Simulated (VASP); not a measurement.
## HfBr: single point with PBE

HfBr:

```
Hf Br
1.0
     0.00000    3.16631    3.16631
     3.16631    0.00000    3.16631
     3.16631    3.16631    0.00000
Hf Br
1 1
Direct
  0.75000 0.75000 0.75000
  0.00000 0.00000 0.00000
```

- Program: VASP 6.6.1
- Task: single point
- Functional: PBE
- Potentials or basis: VASP PAW PBE potentials, release 64 (Hf_pv, Br)
- Cutoff: 520 eV
- k mesh: 6 × 6 × 6
- Occupations: gaussian, width 0.1 eV
- Spin: no spin polarisation

```
Pressure : -6.4 GPa
```

Levels at points of the mesh, in eV from the Fermi level:
| k point | band 5 | band 6 | band 7 | band 8 | band 9 | band 10 | band 11 | band 12 |
| --- | --- | --- | --- | --- | --- | --- | --- | --- |
| (0.00, 0.00, 0.00) | -6.42 | -6.42 | -6.42 | -2.11 | 0.23 | 0.23 | 2.71 | 2.71 |
| (0.50, 0.00, 0.00) | -7.20 | -6.28 | -6.28 | 0.03 | 0.43 | 0.43 | 0.71 | 1.58 |
| (0.50, 0.50, 0.00) | -7.39 | -6.17 | -6.17 | -1.16 | -0.34 | 1.15 | 1.22 | 1.22 |

Run time: 9.6 s on 1 thread of Intel(R) Xeon(R) 6975P-C (Granite Rapids), on a shared host, peak memory 0.2 GiB.

Caveat: spin-orbit coupling is left out, which moves the levels of the heavy elements; an odd number of electrons without spin polarisation forces a metal; a magnetic or distorted state may lie lower.
